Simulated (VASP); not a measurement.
Write the native input for VASP 6.6.1 that does the following.

```
Task                   : single point
Functional             : PBE
Potentials or basis    : VASP PAW PBE potentials, release 64 (Ga_d, N)
Cutoff                 : 520 eV
k mesh                 : 12 × 12 × 7
Occupations            : fermi-dirac, width 0.08 eV
Spin                   : no spin polarisation
Dipole correction      : no
Further INCAR settings : ALGO = Normal; EDIFF = 1e-07; NBANDS = 26
```

The structure of GaN (wurtzite type) lies in POSCAR:

```
GaN
1.0
    3.0324819489      0.0000000000      0.0000000000
   -1.5162409744      2.6262064043      0.0000000000
    0.0000000000      0.0000000000      4.9463667855
Ga N
2 2
Direct
    0.3333333333      0.6666666667      0.0000341826
    0.6666666667      0.3333333333      0.5000341826
    0.3333333333      0.6666666667      0.3759658174
    0.6666666667      0.3333333333      0.8759658174
```

The input as run:

INCAR

```
  ALGO = Normal
  EDIFF = 1E-7
  ENCUT = 520
  GGA = PE
  ISIF = 2
  ISMEAR = -1
  LASPH = True
  LCHARG = False
  LREAL = False
  LWAVE = False
  NBANDS = 26
  NELM = 60
  PREC = Accurate
  SIGMA = 0.08
```

KPOINTS

```
k-points
0
Gamma
  12 12 7
```

Potentials or basis: VASP PAW PBE potentials, release 64 (Ga_d, N).

The run is started by

```sh
$ cat potpaw_PBE.64/Ga_d/POTCAR potpaw_PBE.64/N/POTCAR > POTCAR
$ mpirun -np 1 vasp_std > vasp.out
```

Results of the run:

```
Pressure               : 44.7 GPa
Band gap on the k mesh : 2.90 eV, direct
```

Wall time 39 s on 1 thread of Intel(R) Xeon(R) 6975P-C (Granite Rapids), with other jobs on the host, peak memory 0.2 GiB.
